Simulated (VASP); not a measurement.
A run of VASP 6.6.1 is set up as follows.

INCAR

```
SYSTEM = SiC2
PREC = Accurate
ENCUT = 520
EDIFF = 1E-7
ISMEAR = 0
SIGMA = 0.1
LREAL = .False.
LASPH = .True.
NELM = 150
ALGO = Normal
ISIF = 2
LWAVE = .False.
LCHARG = .False.
ISPIN = 2
MAGMOM = 0 0 1 1 1 1
LORBIT = 11
GGA = PE
NBANDS = 25
```

KPOINTS

```
regular mesh
0
Gamma
  6 6 2
  0 0 0
```

File POSCAR:

```
SiC2
1.0
    2.7134615600      0.0000000000      0.0000000000
   -1.3567307800      2.3499266400      0.0000000000
    0.0000000000      0.0000000000     12.8047316700
Si C
2 4
Direct
    0.6666666700      0.3333333300      0.3333333300
    0.6666666700      0.3333333300      0.6666666700
    0.3333333300      0.6666666700      0.8333333300
    0.3333333300      0.6666666700      0.1666666700
    0.3333333300      0.6666666700      0.5000000000
    0.6666666700      0.3333333300      0.0000000000
```

Potentials or basis: VASP PAW PBE potentials, release 64 (Si, C).

Launch:

```sh
$ cat potpaw_PBE.64/Si/POTCAR potpaw_PBE.64/C/POTCAR > POTCAR
$ mpirun -np 1 vasp_std > vasp.out
```

Task: Predict the net moment.

Result: 0.31 μB per cell.

Task: Predict the site moments.

Result: Si +0.01; C +0.04, +0.03 (each value once) μB.

Stress tensor (GPa, compression positive):
```
-18.59   0.00   0.00
  0.00 -18.59   0.00
  0.00   0.00 -31.86
```

Caveat: the k points lie up to 0.45 Å⁻¹ apart; a moment this small can come from the mesh or the smearing.
